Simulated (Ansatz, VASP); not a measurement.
**AlNi in VASP and in Ansatz**

INCAR

```
SYSTEM = AlNi
PREC = Accurate
ENCUT = 520
EDIFF = 1E-7
ISMEAR = 0
SIGMA = 0.15
LREAL = .False.
LASPH = .True.
NELM = 100
ALGO = Fast
ISIF = 2
LWAVE = .False.
LCHARG = .False.
GGA = PE
NBANDS = 14
```

The input KPOINTS:

```
Automatic mesh
0
Gamma
  16 16 16
  0 0 0
```

Contents of POSCAR:

```
AlNi
1.0
    2.8927237805      0.0000000000      0.0000000000
    0.0000000000      2.8927237805      0.0000000000
    0.0000000000      0.0000000000      2.8927237805
Al Ni
1 1
Direct
   -0.0207416969     -0.0207416969      0.0000000000
    0.5095350226      0.5095350226      0.5000000000
```

Input for Ansatz:

```yaml
crystal:
  lattice:
    - [2.8927237805, 0.0, 0.0]
    - [0.0, 2.8927237805, 0.0]
    - [0.0, 0.0, 2.8927237805]
  atoms:
    - { symbol: Al, position: [-0.0207416969, -0.0207416969, 0.0] }
    - { symbol: Ni, position: [0.5095350226, 0.5095350226, 0.5] }
basis:
  ecutwfc: 520.0
kpoints:
  mp_grid: { grid: [16, 16, 16] }
hamiltonian:
  xc: pbe
  pseudopotentials: { kind: paw, azcp: { folder: soft_1 } }
scf:
  occupations: { method: gaussian, width: 0.15 }
output:
  forces: true
  stress: true
  eigenvalues: true
```

Change from the starting cell: mode 4 frozen in at -0.060 Å and mode 5 at -0.060 Å (largest displacements).

Alike in both runs: task single point; functional PBE; k mesh 16 × 16 × 16; occupations gaussian, width 0.15 eV; no spin polarisation.

|  | VASP | Ansatz |
| --- | --- | --- |
| version | VASP 6.6.1 | Ansatz 0.2.0 |
| potentials or method | VASP PAW PBE potentials, release 64 (Al, Ni), cutoff 520 eV | scalar-relativistic, plane waves, PAW |
| valence electrons in the cell | 13 | 21 |

VASP gave:

- gap on the k mesh at the Fermi level (eV): none
- pressure (GPa): 1.0
- traceless stress, the component that is largest in VASP (GPa): 1.07
- rms of the force components (eV/Å): 0.418

Q: Estimate Ansatz's values.

A: gap on the k mesh at the Fermi level (eV): none; pressure (GPa): 1.0; traceless stress, the component that is largest in VASP (GPa): 1.06; rms of the force components (eV/Å): 0.415.

Atom by atom the forces differ by 0.003 eV/Å (rms over components). A gap of «none» marks a metal or a gap that the smearing closes. VASP's potentials hold 13 valence electrons a cell and Ansatz's 21, so a difference there can come from the potentials and not from the codes.
